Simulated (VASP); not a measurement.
# AlN (P6_3mc) in VASP: a series of runs

The runs below take AlN through single point, with LDA.

All numbers are computed with VASP 6.6.1; they aren't measurements. Logs are shortened: lines on timing, memory, paths and dates and some standing lists are left out, and cuts for length are marked.

## Step 1: The cell of the first run

Symmetry: P6_3mc, No. 186, hexagonal system. The conventional cell has a = 3.249 Å, b = 3.249 Å, c = 4.067 Å, α = 90.00°, β = 90.00°, γ = 120.00°. Al (site symmetry 3m) has 4 N at 1.71 to 1.90 Å within 2.3 Å. Within 2.3 Å of N (site symmetry 3m) lie 4 Al at 1.71 to 1.90 Å.

## Step 2: Single point, LDA

The input, INCAR:

```
ALGO     = Normal         # electronic algorithm
EDIFF    = 1E-6           # SCF threshold, eV
ENCUT    = 520            # plane-wave cutoff, eV
ISIF     = 2              # what is computed and relaxed
ISMEAR   = 0              # smearing method
LASPH    = T              # aspherical terms in the spheres
LCHARG   = T              # write CHGCAR
LELF     = T              # ELF
LREAL    = F              # projectors in reciprocal space
LVHAR    = T            
LWAVE    = F              # write WAVECAR
NBANDS   = 16             # bands
NELM     = 100            # most SCF steps
PREC     = Accurate       # precision mode
SIGMA    = 0.05           # smearing width, eV
```

The input, KPOINTS:

```
k-points
0
Gamma
  9 9 6
```

The input, POSCAR:

```
AlN
1.0
    3.2486697589      0.0000000000      0.0000000000
   -1.6243348794      2.8134305397      0.0000000000
    0.0000000000      0.0000000000      4.0666517166
Al N
2 2
Direct
    0.3333333333      0.6666666667      0.7773448474
    0.6666666667      0.3333333333      0.2773448474
    0.3333333333      0.6666666667      0.1973259047
    0.6666666667      0.3333333333      0.6973259047
```

Potentials or basis: VASP PAW LDA potentials, release 64 (Al, N).

On the command line:

```console
> cat potpaw_LDA.64/Al/POTCAR potpaw_LDA.64/N/POTCAR > POTCAR
> mpirun -np 1 vasp_std > vasp.out
```

OUTCAR:

```text
EDIFF = 1E-6
   ENCUT = 520
   ISIF = 2
   ISMEAR = 0
   LASPH = T
   LREAL = F
   NELM = 100
   PREC = Accurate

 ion  position               nearest neighbor table
   1  0.333  0.667  0.777-   3 1.71   4 1.90   4 1.90   4 1.90   3 2.36   2 2.77   2 2.77   2 2.77
                             2 2.77   2 2.77   2 2.77
   2  0.667  0.333  0.277-   4 1.71   3 1.90   3 1.90   3 1.90   4 2.36   1 2.77   1 2.77   1 2.77
                             1 2.77   1 2.77   1 2.77
   3  0.333  0.667  0.197-   1 1.71   2 1.90   2 1.90   2 1.90   1 2.36
   4  0.667  0.333  0.697-   2 1.71   1 1.90   1 1.90   1 1.90   2 2.36

  LATTYP: Found a hexagonal cell.
 ALAT       =     3.2486697589
 C/A-ratio  =     1.2517898150

  Lattice vectors:

 A1 = (   3.2486697589,   0.0000000000,   0.0000000000)
 A2 = (  -1.6243348794,   2.8134305397,   0.0000000000)
 A3 = (   0.0000000000,   0.0000000000,   4.0666517166)

Analysis of symmetry for initial positions (statically):
=====================================================================
 Subroutine PRICEL returns:
 Original cell was already a primitive cell.

 Routine SETGRP: Setting up the symmetry group for a
 hexagonal supercell.

 Subroutine GETGRP returns: Found 12 space group operations
 (whereof  6 operations were pure point group operations)
 out of a pool of 24 trial point group operations.

The static configuration has the point symmetry C_3v.
 The point group associated with its full space group is C_6v.

Analysis of symmetry for dynamics (positions and initial velocities):
=====================================================================
 Subroutine PRICEL returns:
 Original cell was already a primitive cell.

 Routine SETGRP: Setting up the symmetry group for a
 hexagonal supercell.

 Subroutine GETGRP returns: Found 12 space group operations
 (whereof  6 operations were pure point group operations)
 out of a pool of 24 trial point group operations.

The dynamic configuration has the point symmetry C_3v.
 The point group associated with its full space group is C_6v.

 Subroutine INISYM returns: Found 12 space group operations
 (whereof  6 operations are pure point group operations),
 and found     1 'primitive' translations

[... 92 lines left out ...]
   ISPIN  =      1    spin polarized calculation?
   LNONCOLLINEAR =      F non collinear calculations
   LSORBIT =      F    spin-orbit coupling
   LASPH  =      T    aspherical Exc in radial PAW
   ENCUT  =  520.0 eV  38.22 Ry    6.18 a.u.   6.04  6.04  7.56*2*pi/ulx,y,z
   NELM   =    100;   NELMIN=  2; NELMDL= -5     # of ELM steps
   EDIFF  = 0.1E-05   stopping-criterion for ELM
   LREAL  =      F    real-space projection
   EDIFFG = 0.1E-04   stopping-criterion for IOM
   NSW    =      0    number of steps for IOM
   IBRION =     -1    ionic relax: 0-MD 1-quasi-New 2-CG
   NFREE  =      0    steps in history (QN), initial steepest desc. (CG)
   ISIF   =      2    stress and relaxation
   ISYM   =      2    0-nonsym 1-usesym 2-fastsym
   POTIM  = 0.5000    time-step for ionic-motion
   TEBEG  =    0.0;   TEEND  =   0.0 temperature during run
   PSTRESS=    0.0 pullay stress
   NELECT =      16.0000    total number of electrons
   NUPDOWN=      -1.0000    fix difference up-down
   EMIN   =  10.00;   EMAX   =-10.00  energy-range for DOS
   EFERMI =   0.00;   METHOD = LEGACY
   ISMEAR =     0;   SIGMA  =   0.05  broadening in eV -4-tet -1-fermi 0-gaus
   EFERMI_NEDOS =   21; number of points for ismear=-14 and -15
   IALGO  =     38    algorithm
   IMIX   =      4    mixing-type and parameters
     AMIX     =   0.40;   BMIX     =  1.00
     AMIX_MAG =   1.60;   BMIX_MAG =  1.00
  volume/ion in A,a.u.               =       9.29        62.71
  Fermi-wavevector in a.u.,A,eV,Ry     =   1.236105  2.335899 20.789086  1.527955
  Thomas-Fermi vector in A             =   2.370727
   LORBIT       =      0    0 simple, 1 ext, 2 COOP (PROOUT), +10 PAW based schemes
   GGA     = CA    functional components
   LHFCALC =     F    Hartree Fock is set to
   AEXX    =    0.0000 exact exchange contribution
   IVDW    =     0    specifies the selected vdW correction
   LEPSILON=     F    determine dielectric tensor
   LRPA    =     F    only Hartree local field effects (RPA)
 non-spin polarized calculation
 Gauss-broadening in eV      SIGMA  =   0.05
  energy-cutoff  :      520.00
  volume of cell :       37.17
 maximum number of plane-waves:      1026
   NGX = 13   NGY = 13   NGZ = 15

 number of electron      15.9999999 magnetization

 Free energy of the ion-electron system (eV)
  ---------------------------------------------------
  ext. energy  EPLUGINS =         0.00000000
  ---------------------------------------------------
  free energy    TOTEN  =       -31.71005809 eV

  energy without entropy =      -31.71005809  energy(sigma->0) =      -31.71005809

 E-fermi :   8.1570     XC(G=0): -11.7545

 val. band max:        7.8774324761   @ k =   0.0000   0.0000   0.0000
 cond. band min:      12.0980255821   @ k =   0.0000   0.0000   0.0000
 fundamental gap:      4.2205931060
 Fermi energy:         8.1570148076

 k-point     1 :       0.0000    0.0000    0.0000
  band No.  band energies     occupation
      1      -8.7600      2.00000
      2      -4.7999      2.00000
      3       1.3189      2.00000
      4       4.9882      2.00000
      5       4.9882      2.00000
      6       6.7031      2.00000
[... 433 lines left out ...]
      3       1.4694      2.00000
      4       2.5724      2.00000
      5       2.5724      2.00000
      6       5.2234      2.00000
[... 8 lines left out ...]
     15      20.2257      0.00000
     16      22.1429      0.00000

 [... further k-points ...]
[... 5 lines left out ...]
  --------------------------------------------------------------------------------------
  -------------------------------------------------------------------------------------
  Total       -0.1577234     -0.1577234     14.9502214     -0.0000000      0.0000000      0.0000000
  in kB       -6.7987337     -6.7987337    644.4355103     -0.0000000      0.0000000      0.0000000
  external PRESSURE =     210.2793476 kB  Pullay stress =       0.0000000 kB

 VOLUME and BASIS-vectors are now :
 -----------------------------------------------------------------------------
  energy-cutoff  :      520.00
  volume of cell :       37.17
      direct lattice vectors                 reciprocal lattice vectors
     3.248669759  0.000000000  0.000000000     0.307818299  0.177718978  0.000000000
    -1.624334879  2.813430540  0.000000000     0.000000000  0.355437956  0.000000000
     0.000000000  0.000000000  4.066651717     0.000000000  0.000000000  0.245902543

 POSITION                                       TOTAL-FORCE (eV/Angst)
 -----------------------------------------------------------------------------------
     -0.00000      1.87562      3.16119        -0.000000      0.000000     -3.496012
      1.62433      0.93781      1.12786         0.000000      0.000000     -3.496012
     -0.00000      1.87562      0.80246        -0.000000      0.000000      3.496012
      1.62433      0.93781      2.83578         0.000000     -0.000000      3.496012
 -----------------------------------------------------------------------------------
    total drift:                               -0.000000      0.000000      0.000479

  FREE ENERGIE OF THE ION-ELECTRON SYSTEM (eV)
  ---------------------------------------------------
  free  energy   TOTEN  =       -31.7100580904 eV

  energy  without entropy=      -31.7100580904  energy(sigma->0) =      -31.71005809
```

OSZICAR:

```text
N       E                     dE             d eps       ncg     rms          rms(c)
DAV:   1     0.381957771360E+02    0.38196E+02   -0.75483E+03  1536   0.912E+02
DAV:   2    -0.345093979273E+02   -0.72705E+02   -0.66497E+02  2200   0.182E+02
DAV:   3    -0.374125787520E+02   -0.29032E+01   -0.28919E+01  1872   0.367E+01
DAV:   4    -0.374265214092E+02   -0.13943E-01   -0.13941E-01  1904   0.308E+00
DAV:   5    -0.374266585341E+02   -0.13712E-03   -0.13712E-03  1816   0.297E-01    0.131E+01
DAV:   6    -0.318929398359E+02    0.55337E+01   -0.11030E+01  1664   0.247E+01    0.458E+00
DAV:   7    -0.317810496485E+02    0.11189E+00   -0.62322E-01  1992   0.538E+00    0.296E+00
DAV:   8    -0.317133098733E+02    0.67740E-01   -0.96580E-02  1688   0.251E+00    0.365E-01
DAV:   9    -0.317100332456E+02    0.32766E-02   -0.89541E-03  1920   0.700E-01    0.226E-01
DAV:  10    -0.317101201937E+02   -0.86948E-04   -0.87836E-04  1664   0.223E-01    0.856E-02
DAV:  11    -0.317100572507E+02    0.62943E-04   -0.17190E-04  1672   0.102E-01    0.230E-02
DAV:  12    -0.317100580904E+02   -0.83973E-06   -0.65861E-06  1888   0.175E-02
   1 F= -.31710058E+02 E0= -.31710058E+02  d E =-.153068E-17
```

Wall time 23 s (1 thread of Intel Xeon 8259CL, shared host); peak memory 0.14 GiB.

What came out:

* Free energy: -31.7101 eV
* Pressure: 21.0 GPa
* Largest force: 3.496 eV/Å
* Band gap on the k mesh: 4.22 eV, direct

Forces on the atoms (eV/Å):
```
Al   0.000  0.000 -3.496
Al   0.000  0.000 -3.496
N    0.000  0.000  3.496
N    0.000  0.000  3.496
```

Caveat: forces of over 1 eV/Å act on the atoms, so gaps and moduli don't describe the material at rest. A k mesh can miss the band edges.

## Step 3: Single point, LDA

The input, INCAR:

```
PREC = Accurate
ENCUT = 520
EDIFF = 1E-7
ISMEAR = 0
SIGMA = 0.05
LREAL = F
LASPH = T
NELM = 80
ALGO = Normal
ISIF = 2
LWAVE = F
LCHARG = T
GGA = CA
LELF = T
LVHAR = T
NBANDS = 16
```

The input, KPOINTS:

```
regular mesh
0
Gamma
  9 9 6
```

The input, POSCAR:

```
AlN
1.0
    3.2486697589      0.0000000000      0.0000000000
   -1.6243348794      2.8134305397      0.0000000000
    0.0000000000      0.0000000000      4.0666517166
Al N
2 2
Direct
    0.3333333333      0.6666666667      0.7664069085
    0.6666666667      0.3333333333      0.2664069085
    0.3333333333      0.6666666667      0.2183955428
    0.6666666667      0.3333333333      0.7183955428
```

Potentials or basis: VASP PAW LDA potentials, release 64 (Al, N).

On the command line:

```console
> cat potpaw_LDA.64/Al/POTCAR potpaw_LDA.64/N/POTCAR > POTCAR
> mpirun -np 1 vasp_std > vasp.out
```

Wall time 26 s (1 thread of Intel Xeon 8259CL, shared host); peak memory 0.14 GiB.

Results (log left out):

```
Free energy            : -32.2769 eV
Pressure               : 11.3 GPa
Largest force          : 1.184 eV/Å
Band gap on the k mesh : 3.97 eV, direct
```

Forces in eV/Å, atoms in the order of the input:
```
Al   0.000  0.000 -1.184
Al   0.000  0.000 -1.184
N    0.000  0.000  1.184
N    0.000  0.000  1.184
```

Stress tensor (GPa, compression positive):
```
 4.07  0.00  0.00
 0.00  4.07  0.00
 0.00  0.00 25.70
```

Levels at points of the mesh, in eV from the valence-band top:
```
           k point  band 4  band 5  band 6  band 7  band 8  band 9  band 10  band 11  band 12  band 13
(0.00, 0.00, 0.00)   -3.24   -3.24   -1.48   -1.48    0.00    3.97     4.91     8.60     8.60    11.91
(0.00, 0.00, 0.50)   -3.61   -2.40   -2.40   -2.40   -2.40    6.07     6.07     8.75     8.75     8.75
```

Caveat: forces of over 1 eV/Å act on the atoms, so gaps and moduli don't describe the material at rest.
